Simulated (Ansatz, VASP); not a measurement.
## One calculation of Ir12O, two programs

The input INCAR:

```
PREC = Accurate
ENCUT = 520
EDIFF = 1E-6
ISMEAR = 0
SIGMA = 0.1
LREAL = F
LASPH = T
NELM = 80
ALGO = Normal
ISIF = 2
LWAVE = F
LCHARG = F
LDIPOL = T
IDIPOL = 3
DIPOL = 0.5 0.5 0.295
GGA = PE
IVDW = 12
NBANDS = 69
```

KPOINTS

```
regular mesh
0
Gamma
  5 5 1
```

File POSCAR:

```
Ir12O
1.0
    5.4309029918      0.0000000000      0.0000000000
    0.0000000000      5.4309029918      0.0000000000
    0.0000000000      0.0000000000     21.0013955423
Ir O
12 1
Direct
    0.2500000000      0.2500000000      0.1904635333
    0.2500000000      0.7500000000      0.1904635333
    0.7500000000      0.2500000000      0.1904635333
    0.7500000000      0.7500000000      0.1904635333
    0.0000000000      0.0000000000      0.2785823619
    0.0000000000      0.5000000000      0.2785823619
    0.5000000000      0.0000000000      0.2785823619
    0.5000000000      0.5000000000      0.2785823619
    0.2500000000      0.2500000000      0.3667087517
    0.2500000000      0.7500000000      0.3667087517
    0.7500000000      0.2500000000      0.3667087517
    0.7500000000      0.7500000000      0.3667087517
    0.4166666667      0.5000000000      0.4857484600
```

Input for Ansatz:

```yaml
crystal:
  lattice:
    - [5.4309029918, 0.0, 0.0]
    - [0.0, 5.4309029918, 0.0]
    - [0.0, 0.0, 21.0013955423]
  atoms:
    - { symbol: Ir, position: [0.25, 0.25, 0.1904635333] }
    - { symbol: Ir, position: [0.25, 0.75, 0.1904635333] }
    - { symbol: Ir, position: [0.75, 0.25, 0.1904635333] }
    - { symbol: Ir, position: [0.75, 0.75, 0.1904635333] }
    - { symbol: Ir, position: [0.0, 0.0, 0.2785823619] }
    - { symbol: Ir, position: [0.0, 0.5, 0.2785823619] }
    - { symbol: Ir, position: [0.5, 0.0, 0.2785823619] }
    - { symbol: Ir, position: [0.5, 0.5, 0.2785823619] }
    - { symbol: Ir, position: [0.25, 0.25, 0.3667087517] }
    - { symbol: Ir, position: [0.25, 0.75, 0.3667087517] }
    - { symbol: Ir, position: [0.75, 0.25, 0.3667087517] }
    - { symbol: Ir, position: [0.75, 0.75, 0.3667087517] }
    - { symbol: O, position: [0.4166666667, 0.5, 0.48574846] }
basis:
  ecutwfc: 420
kpoints:
  mp_grid: { grid: [5, 5, 1] }
hamiltonian:
  xc: pbe
  pseudopotentials: { kind: paw, azcp: { folder: soft_1 } }
  dispersion: d3bj
scf:
  occupations: { method: gaussian, width: 0.1 }
output:
  forces: true
  eigenvalues: true
efield:
  axis: 3
  dipole_correction: true
  ramp_width: 0.04
```

Alike in both runs: task single point; functional PBE; dispersion D3(BJ); k mesh 5 × 5 × 1; occupations gaussian, width 0.1 eV; no spin polarisation.

```csv
,VASP,Ansatz
version,VASP 6.6.1,Ansatz 0.2.0
potentials or method,"VASP PAW PBE potentials, release 64 (Ir, O), cutoff 520 eV","scalar-relativistic, plane waves, PAW"
valence electrons in the cell,114,210
```

|  | VASP | Ansatz | Ansatz less VASP |
| --- | --- | --- | --- |
| gap on the k mesh at the Fermi level (eV) | none | none | - |
| rms of the force components (eV/Å) | 0.567 | 0.564 | -0.0038 |

Atom by atom the forces differ by 0.024 eV/Å (rms over components). A gap of «none» marks a metal or a gap that the smearing closes. VASP's potentials hold 114 valence electrons a cell and Ansatz's 210, so a difference there can come from the potentials and not from the codes.

Neither program's run includes spin-orbit coupling.
